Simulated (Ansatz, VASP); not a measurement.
# PdI4: VASP beside Ansatz

```
Pd I
1.0
     5.67480    0.00000    0.00000
     0.00000    5.67480    0.00000
     0.00000    0.00000    5.67480
Pd I
1 4
Cartesian
  0.0000 0.0000 0.0000
  1.5031 1.5031 1.5031
  4.1717 4.1717 1.5031
  1.5031 4.1717 4.1717
  4.1717 1.5031 4.1717
```

Change from the starting cell: species swapped into the SnI4 type (P-43m, No. 215).

Alike in both runs: functional PBE; k mesh 6 × 6 × 6; occupations gaussian, width 0.1 eV; no spin polarisation.

Ansatz relaxed the structure, and its values are those at the end. VASP's run is a single point on that final structure, the one shown.

|  | VASP | Ansatz |
| --- | --- | --- |
| version | VASP 6.6.1 | Ansatz 0.2.0 |
| potentials or method | VASP PAW PBE potentials, release 64 (Pd, I), cutoff 520 eV | scalar-relativistic, plane waves, PAW |
| valence electrons in the cell | 38 | 86 |

VASP gave:

```
gap on the k mesh at the Fermi level (eV) : none
pressure (GPa)                            : -0.1
rms of the force components (eV/Å)        : 0.009
```

Q: What did Ansatz give for the same quantities?

A: gap on the k mesh at the Fermi level (eV): none; pressure (GPa): 0.0; rms of the force components (eV/Å): 0.001.

A gap of «none» marks a metal or a gap that the smearing closes. With one functional, cell and mesh, what is left measures potentials, basis and numerics. VASP's potentials hold 38 valence electrons a cell and Ansatz's 86, so a difference there can come from the potentials and not from the codes.

Spin-orbit coupling is off throughout.
